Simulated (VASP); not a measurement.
Input of a VASP 6.6.1 run:

INCAR

```
SYSTEM = TiC
  ALGO = Normal
  EDIFF = 1E-8
  ENCUT = 520
  GGA = PE
  ISIF = 2
  ISMEAR = -1
  LASPH = .True.
  LCHARG = .False.
  LEFG = .True.
  LREAL = .False.
  LWAVE = .False.
  NBANDS = 15
  NELM = 60
  PREC = Accurate
  SIGMA = 0.03
```

KPOINTS

```
k-points
0
Gamma
  16 16 16
  0 0 0
```

The input POSCAR:

```
TiC
1.0
    0.0000000000      2.1640000000      2.1856400000
    2.1640000000      0.0000000000      2.1856400000
    2.1640000000      2.1640000000      0.0000000000
Ti C
1 1
Direct
    0.0000000000      0.0000000000      0.0000000000
    0.5000000000      0.5000000000      0.5000000000
```

Potentials or basis: VASP PAW PBE potentials, release 64 (Ti_sv, C).

Run with:

```console
$ cat potpaw_PBE.64/Ti_sv/POTCAR potpaw_PBE.64/C/POTCAR > POTCAR
$ mpirun -np 1 vasp_std > vasp.out
```

Question: Predict the pressure.

Answer: -1.3 GPa.

Question: Estimate the band gap on the k mesh.

Answer: Zero (band 8 reaches 10.04 eV, above the bottom of band 9 at 8.89 eV).

Electric field gradients, principal values (V/Å²):
```tsv
atom	least	middle	greatest (by size)
1 Ti	-3.876	-3.877	7.753
2 C	-0.595	-0.595	1.189
```

Caveat: the cell differs from its parent crystal (zz strain of +1 %); without QUAD_EFG the Cq values of the log hold for a quadrupole moment of 1 mb, not for the nuclei.
